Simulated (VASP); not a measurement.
# Al (P6_3/mmc) in VASP: a series of runs, part 2 of 2

VASP 6.6.1. Earlier steps stand in the parts before.

## Step 4: Relaxation of cell and atoms, PBEsol, target pressure 4 GPa, at which the enthalpy is minimised

INCAR

```
SYSTEM = Al
PREC     = Accurate       ! precision mode
ENCUT    = 600            ! plane-wave cutoff, eV
EDIFF    = 1E-7           ! SCF threshold, eV
ISMEAR   = 1              ! smearing method
SIGMA    = 0.1            ! smearing width, eV
LREAL    = .FALSE.        ! projectors in reciprocal space
LASPH    = .TRUE.         ! aspherical terms in the spheres
NELM     = 80             ! most SCF steps
ALGO     = Normal         ! electronic algorithm
ISIF     = 3              ! what is computed and relaxed
LWAVE    = .FALSE.        ! write WAVECAR
LCHARG   = .FALSE.        ! write CHGCAR
GGA      = PS             ! functional
IBRION   = 2              ! ionic algorithm
NSW      = 60             ! ionic steps
EDIFFG   = -0.01          ! ionic threshold
PSTRESS  = 40.0
```

KPOINTS

```
regular mesh
0
G
  9 9 3
  0 0 0
```

POSCAR

```
Al
1.0
    2.8270770000      0.0000000000      0.0000000000
   -1.4135385000      2.4483205005      0.0000000000
    0.0000000000      0.0000000000      9.1859930000
Al
4
Direct
    0.0000000000      0.0000000000      0.0000000000
    0.0000000000      0.0000000000      0.5000000000
    0.3333333333      0.6666666667      0.2500000000
    0.6666666667      0.3333333333      0.7500000000
```

Potentials or basis: VASP PAW PBE potentials, release 64 (Al).

Launch:

```bash
$ cat potpaw_PBE.64/Al/POTCAR > POTCAR
$ mpirun -np 1 vasp_std > vasp.out
```

OUTCAR:

```text
SYSTEM = Al
   PREC = Accurate
   ENCUT = 600
   EDIFF = 1E-7
   ISMEAR = 1
   LREAL = .FALSE.
   LASPH = .TRUE.
   NELM = 80
   ISIF = 3
   GGA = PS
   IBRION = 2
   NSW = 60
   EDIFFG = -0.01
   PSTRESS = 40.0

 ion  position               nearest neighbor table
   1  0.000  0.000  0.000-   3 2.82   4 2.82   4 2.82   3 2.82   4 2.82   3 2.82
   2  0.000  0.000  0.500-   3 2.82   4 2.82   4 2.82   3 2.82   4 2.82   3 2.82
   3  0.333  0.667  0.250-   1 2.82   2 2.82   1 2.82   2 2.82   1 2.82   2 2.82
   4  0.667  0.333  0.750-   1 2.82   2 2.82   1 2.82   2 2.82   1 2.82   2 2.82

  LATTYP: Found a hexagonal cell.
 ALAT       =     2.8270770000
 C/A-ratio  =     3.2492899910

  Lattice vectors:

 A1 = (   2.8270770000,   0.0000000000,   0.0000000000)
 A2 = (  -1.4135385000,   2.4483205005,   0.0000000000)
 A3 = (   0.0000000000,   0.0000000000,   9.1859930000)

Analysis of symmetry for initial positions (statically):
=====================================================================
 Subroutine PRICEL returns:
 Original cell was already a primitive cell.

 Routine SETGRP: Setting up the symmetry group for a
 hexagonal supercell.

 Subroutine GETGRP returns: Found 24 space group operations
 (whereof 12 operations were pure point group operations)
 out of a pool of 24 trial point group operations.

The static configuration has the point symmetry D_3d.
 The point group associated with its full space group is D_6h.

Analysis of symmetry for dynamics (positions and initial velocities):
=====================================================================
 Subroutine PRICEL returns:
 Original cell was already a primitive cell.

 Routine SETGRP: Setting up the symmetry group for a
 hexagonal supercell.

 Subroutine GETGRP returns: Found 24 space group operations
 (whereof 12 operations were pure point group operations)
 out of a pool of 24 trial point group operations.

The dynamic configuration has the point symmetry D_3d.
[... 112 lines left out ...]
   TEBEG  =    0.0;   TEEND  =   0.0 temperature during run
   PSTRESS=   40.0 pullay stress
   NELECT =      12.0000    total number of electrons
   NUPDOWN=      -1.0000    fix difference up-down
   EMIN   =  10.00;   EMAX   =-10.00  energy-range for DOS
   EFERMI =   0.00;   METHOD = LEGACY
   ISMEAR =     1;   SIGMA  =   0.10  broadening in eV -4-tet -1-fermi 0-gaus
   EFERMI_NEDOS =   21; number of points for ismear=-14 and -15
   IALGO  =     38    algorithm
   IMIX   =      4    mixing-type and parameters
     AMIX     =   0.40;   BMIX     =  1.00
     AMIX_MAG =   1.60;   BMIX_MAG =  1.00
  volume/ion in A,a.u.               =      15.90       107.27
  Fermi-wavevector in a.u.,A,eV,Ry     =   0.939055  1.774558 11.997960  0.881825
  Thomas-Fermi vector in A             =   2.066329
   LORBIT       =      0    0 simple, 1 ext, 2 COOP (PROOUT), +10 PAW based schemes
   GGA     = PS    functional components
   LHFCALC =     F    Hartree Fock is set to
   AEXX    =    0.0000 exact exchange contribution
   IVDW    =     0    specifies the selected vdW correction
   LEPSILON=     F    determine dielectric tensor
   LRPA    =     F    only Hartree local field effects (RPA)
 conjugate gradient relaxation of ions
 non-spin polarized calculation
 Methfessel and Paxton  Order N= 1 SIGMA  =   0.10
  energy-cutoff  :      600.00
  volume of cell :       63.58
 maximum number of plane-waves:      2140
 NGX is ok and might be reduce to    24
   NGX = 11   NGY = 11   NGZ = 37

--------------------------------------- Ionic step        1  -------------------------------------------

 number of electron      12.0000000 magnetization

 Free energy of the ion-electron system (eV)
  ---------------------------------------------------
  ext. energy  EPLUGINS =         0.00000000
  ---------------------------------------------------
  free energy    TOTEN  =       -16.29030537 eV

  energy without entropy =      -16.28816114  energy(sigma->0) =      -16.28959063

------------------------ aborting loop because EDIFF is reached ----------------------------------------

  FORCE on cell =-STRESS in cart. coord.  units (eV):
  Direction    XX          YY          ZZ          XY          YZ          ZX
  --------------------------------------------------------------------------------------
  -------------------------------------------------------------------------------------
  Total        0.1300358      0.1300358      1.6280528      0.0000000     -0.0000000      0.0000000
  in kB        3.2767351      3.2767351     41.0248547      0.0000000     -0.0000000      0.0000000
  external PRESSURE =     -24.1405584 kB  Pullay stress =      40.0000000 kB
[... 147 lines left out ...]
--------------------------------------- Ionic step        5  -------------------------------------------

 number of electron      12.0000000 magnetization

 Free energy of the ion-electron system (eV)
  ---------------------------------------------------
  ext. energy  EPLUGINS =         0.00000000
  ---------------------------------------------------
  free energy    TOTEN  =       -16.27441824 eV

  energy without entropy =      -16.27013869  energy(sigma->0) =      -16.27299172

 E-fermi :   8.5190     XC(G=0): -10.4825

 val. band max:        8.5089560285   @ k =   0.3333   0.1111   0.0000
 cond. band min:       8.5243386929   @ k =   0.3333   0.2222   0.3333
 fundamental gap:      0.0153826644
 Fermi energy:         8.5190319116

 k-point     1 :       0.0000    0.0000    0.0000
  band No.  band energies     occupation
      1      -2.9592      2.00000
      2      -1.2388      2.00000
      3      -1.2296      2.00000
      4       3.6819      2.00000
      5       3.9608      2.00000
      6      11.8838      0.00000
      7      11.8952      0.00000
      8      19.9565      0.00000
      9      19.9565      0.00000
     10      20.0506      0.00000
[... 332 lines left out ...]
  energy  without entropy=      -16.2701386868  energy(sigma->0) =      -16.27299172

  enthalpy is  TOTEN    =       -14.7243908994 eV   P V=        1.5500273436

 reached required accuracy - stopping structural energy minimisation
```

OSZICAR:

```text
N       E                     dE             d eps       ncg     rms          rms(c)
DAV:   1     0.109253010389E+02    0.10925E+02   -0.47318E+03   480   0.104E+03
DAV:   2    -0.153590203135E+02   -0.26284E+02   -0.24765E+02   634   0.110E+02
DAV:   3    -0.163993095691E+02   -0.10403E+01   -0.10079E+01   670   0.194E+01
DAV:   4    -0.164109711981E+02   -0.11662E-01   -0.11614E-01   632   0.201E+00
[... 33 lines left out ...]
       N       E                     dE             d eps       ncg     rms          rms(c)
DAV:   1    -0.162744233713E+02   -0.84630E-03   -0.33483E-04   590   0.105E-01    0.117E-02
DAV:   2    -0.162744200284E+02    0.33429E-05   -0.36634E-06   554   0.134E-02    0.631E-03
DAV:   3    -0.162744183156E+02    0.17128E-05   -0.19666E-06   560   0.746E-03    0.141E-03
DAV:   4    -0.162744182430E+02    0.72620E-07   -0.98236E-08   286   0.210E-03
   5 F= -.14724391E+02 E0= -.14722964E+02  d E =-.770557E-03
```

CONTCAR:

```text
Al
   1.00000000000000
     2.7866980026922796   -0.0000000000000000    0.0000000000000000
    -1.3933490013461398    2.4133512630535185   -0.0000000000000000
     0.0000000000000000   -0.0000000000000000    9.2316537307205966
  Al
     4
Direct
     0.0000000000000000    0.0000000000000000    0.0000000000000000
     0.0000000000000000    0.0000000000000000    0.5000000000000000
     0.3333333332999970    0.6666666667000030    0.2500000000000000
     0.6666666667000030    0.3333333332999970    0.7500000000000000

  0.00000000E+00  0.00000000E+00  0.00000000E+00
  0.00000000E+00  0.00000000E+00  0.00000000E+00
  0.00000000E+00  0.00000000E+00  0.00000000E+00
  0.00000000E+00  0.00000000E+00  0.00000000E+00
```

Wall time 100 s (1 thread of AMD EPYC 7R13, shared host); peak memory 0.17 GiB.

What came out:

```yaml
Free_energy: -16.2744 eV
Relaxed_volume: 15.52 Å³/atom
Relaxed_cell: a = 2.787 Å, b = 2.787 Å, c = 9.232 Å, α = 90.00°, β = 90.00°, γ = 120.00°
Space_group_after_relaxing_to_0.05_Å: P6_3/mmc (No. 194)
Energy_change_on_relaxing_the_enthalpy_is_what_falls: +4.0 meV/atom
Ionic_steps: 5
Pressure_after_relaxing: 4.0 GPa
Band_gap_on_the_k_mesh: zero (band 6 reaches 12.45 eV, above the bottom of band 7 at 7.26 eV)
```

Step by step:
```csv
step,energy change (eV),largest force (eV/Å),pressure (GPa),volume (Å³)
1,0.0000,0.0000,1.59,63.58
2,0.0355,0.0000,5.12,61.40
3,0.0223,0.0000,4.30,61.86
4,0.0167,0.0000,4.06,62.05
5,0.0159,0.0000,4.02,62.09
```

Final structure:
```
CELL_PARAMETERS angstrom
2.78670 0.00000 0.00000
-1.39335 2.41335 0.00000
0.00000 0.00000 9.23165
ATOMIC_POSITIONS crystal
Al 0.00000 0.00000 0.00000
Al 0.00000 0.00000 0.50000
Al 0.33333 0.66667 0.25000
Al 0.66667 0.33333 0.75000
```

Levels at points of the mesh, in eV from the Fermi level:
```csv
k point,band 2,band 3,band 4,band 5,band 6,band 7,band 8,band 9
"(0.00, 0.00, 0.00)",-9.76,-9.75,-4.84,-4.56,3.36,3.38,11.44,11.44
```

Caveat: the cell is relaxed towards a set pressure, so the enthalpy falls and the energy may rise; the PAW data sets were made with another functional, which shifts forces and pressure a little.

## Step 5: Relaxation of cell and atoms, PBEsol, target pressure 6 GPa, at which the enthalpy is minimised

INCAR

```
SYSTEM = Al
PREC = Accurate
ENCUT = 600
EDIFF = 1E-6
ISMEAR = 1
SIGMA = 0.1
LREAL = .False.
LASPH = .True.
NELM = 100
ALGO = Normal
ISIF = 3
LWAVE = .False.
LCHARG = .False.
GGA = PS
IBRION = 2
NSW = 60
EDIFFG = -0.01
PSTRESS = 60.0
```

KPOINTS

```
regular mesh
0
Gamma
  9 9 3
  0 0 0
```

POSCAR is that of step 4.

Launch:

```bash
$ cat potpaw_PBE.64/Al/POTCAR > POTCAR
$ mpirun -np 1 vasp_std > vasp.out
```

It took 96 s on 1 thread of AMD EPYC 7R13, shared host; peak memory 0.17 GiB.

The run converged. Its results:

```yaml
Free_energy: -16.2381 eV
Relaxed_volume: 15.23 Å³/atom
Relaxed_cell: a = 2.772 Å, b = 2.772 Å, c = 9.156 Å, α = 90.00°, β = 90.00°, γ = 120.00°
Space_group_after_relaxing_to_0.05_Å: P6_3/mmc (No. 194)
Energy_change_on_relaxing_the_enthalpy_is_what_falls: +13.1 meV/atom
Ionic_steps: 6
Pressure_after_relaxing: 5.9 GPa
Band_gap_on_the_k_mesh: zero (band 6 reaches 12.73 eV, above the bottom of band 7 at 7.46 eV)
```

Step by step:
| step | energy change (eV) | largest force (eV/Å) | pressure (GPa) | volume (Å³) |
| --- | --- | --- | --- | --- |
| 1 | 0.0000 | 0.0000 | 1.59 | 63.58 |
| 2 | 0.1090 | 0.0000 | 8.30 | 59.63 |
| 3 | 0.0585 | 0.0000 | 6.14 | 60.75 |
| 4 | 0.0565 | 0.0000 | 6.04 | 60.81 |
| 5 | 0.0530 | 0.0000 | 5.94 | 60.89 |
| 6 | 0.0522 | 0.0000 | 5.92 | 60.91 |

Final structure:
```cif
data_structure
_symmetry_space_group_name_H-M 'P 1'
_symmetry_Int_Tables_number 1
_cell_length_a 2.7716
_cell_length_b 2.7716
_cell_length_c 9.1559
_cell_angle_alpha 90.000
_cell_angle_beta 90.000
_cell_angle_gamma 120.000
_cell_volume 60.91
loop_
_atom_site_label
_atom_site_type_symbol
_atom_site_fract_x
_atom_site_fract_y
_atom_site_fract_z
_atom_site_occupancy
Al1 Al 0.00000 0.00000 0.00000 1
Al2 Al 0.00000 0.00000 0.50000 1
Al3 Al 0.33333 0.66667 0.25000 1
Al4 Al 0.66667 0.33333 0.75000 1
```

Levels at points of the mesh, in eV from the Fermi level:
| k point | band 2 | band 3 | band 4 | band 5 | band 6 | band 7 | band 8 | band 9 |
| --- | --- | --- | --- | --- | --- | --- | --- | --- |
| (0.00, 0.00, 0.00) | -9.87 | -9.86 | -4.90 | -4.55 | 3.45 | 3.47 | 11.54 | 11.54 |

Caveat: the cell is relaxed towards a set pressure, so the enthalpy falls and the energy may rise; the PAW data sets were made with another functional, which shifts forces and pressure a little.

## Step 6: Relaxation of cell and atoms, PBEsol, target pressure 8 GPa, at which the enthalpy is minimised

INCAR

```
ALGO     = Normal         # electronic algorithm
EDIFF    = 1E-6           # SCF threshold, eV
EDIFFG   = -0.01          # ionic threshold
ENCUT    = 600            # plane-wave cutoff, eV
GGA      = PS             # functional
IBRION   = 2              # ionic algorithm
ISIF     = 3              # what is computed and relaxed
ISMEAR   = 1              # smearing method
LASPH    = T              # aspherical terms in the spheres
LCHARG   = F              # write CHGCAR
LREAL    = F              # projectors in reciprocal space
LWAVE    = F              # write WAVECAR
NELM     = 80             # most SCF steps
NSW      = 60             # ionic steps
PREC     = Accurate       # precision mode
PSTRESS  = 80.0         
SIGMA    = 0.1            # smearing width, eV
```

KPOINTS

```
k-points
0
Gamma
  9 9 3
```

POSCAR is that of step 5.

Potentials or basis: VASP PAW PBE potentials, release 64 (Al).

Launch:

```bash
$ cat potpaw_PBE.64/Al/POTCAR > POTCAR
$ mpirun -np 1 vasp_std > vasp.out
```

Wall time 94 s (1 thread of AMD EPYC 7R13, shared host); peak memory 0.17 GiB.

Results (log left out):

| Item | Value |
| --- | --- |
| Free energy | -16.1862 eV |
| Relaxed volume | 14.93 Å³/atom |
| Relaxed cell | a = 2.755 Å, b = 2.755 Å, c = 9.084 Å, α = 90.00°, β = 90.00°, γ = 120.00° |
| Space group after relaxing (to 0.05 Å) | P6_3/mmc (No. 194) |
| Energy change on relaxing (the enthalpy is what falls) | +26.0 meV/atom |
| Ionic steps | 7 |
| Pressure after relaxing | 8.1 GPa |
| Band gap on the k mesh | zero (band 6 reaches 13.01 eV, above the bottom of band 7 at 7.66 eV) |

The path:
```tsv
step	energy change (eV)	largest force (eV/Å)	pressure (GPa)	volume (Å³)
1	0.0000	0.0000	1.59	63.58
2	0.2180	0.0000	11.94	57.90
3	0.1049	0.0000	8.06	59.70
4	0.1011	0.0000	7.91	59.78
5	0.0992	0.0000	7.87	59.82
6	0.0989	0.0000	7.87	59.82
7	0.1041	0.0000	8.07	59.72
```

Final structure:
```yaml
crystal:
  lattice:
    - [2.75514, 0.00000, 0.00000]
    - [-1.37757, 2.38602, 0.00000]
    - [0.00000, 0.00000, 9.08427]
  atoms:
    - { symbol: Al, position: [0.00000, 0.00000, 0.00000] }
    - { symbol: Al, position: [0.00000, 0.00000, 0.50000] }
    - { symbol: Al, position: [0.33333, 0.66667, 0.25000] }
    - { symbol: Al, position: [0.66667, 0.33333, 0.75000] }
```

Levels at points of the mesh, in eV from the Fermi level:
```tsv
k point	band 2	band 3	band 4	band 5	band 6	band 7	band 8	band 9
(0.00, 0.00, 0.00)	-9.99	-9.97	-4.98	-4.56	3.53	3.54	11.67	11.67
```

Caveat: the cell is relaxed towards a set pressure, so the enthalpy falls and the energy may rise; the PAW data sets were made with another functional, which shifts forces and pressure a little.

## Step 7: Overview

| cell | gap on the mesh (eV) | pressure (GPa) |
| --- | --- | --- |
| relaxed | none | 0.0 |
| relaxed to 2 GPa | none | 2.0 |
| relaxed to 4 GPa | none | 4.0 |
| relaxed to 6 GPa | none | 5.9 |
| relaxed to 8 GPa | none | 8.1 |

Alike in all rows: task relaxation of cell and atoms; level PBEsol; potentials or basis VASP PAW PBE potentials, release 64 (Al); no spin polarisation; k mesh 9 × 9 × 3; cutoff (eV) 600; smearing methfessel-paxton 0.1 eV.

Caveats: the PAW data sets were made with another functional, which shifts forces and pressure a little; the cell is relaxed towards a set pressure, so the enthalpy falls and the energy may rise (some runs).

Absolute energies hang on the potentials; compare differences alone.
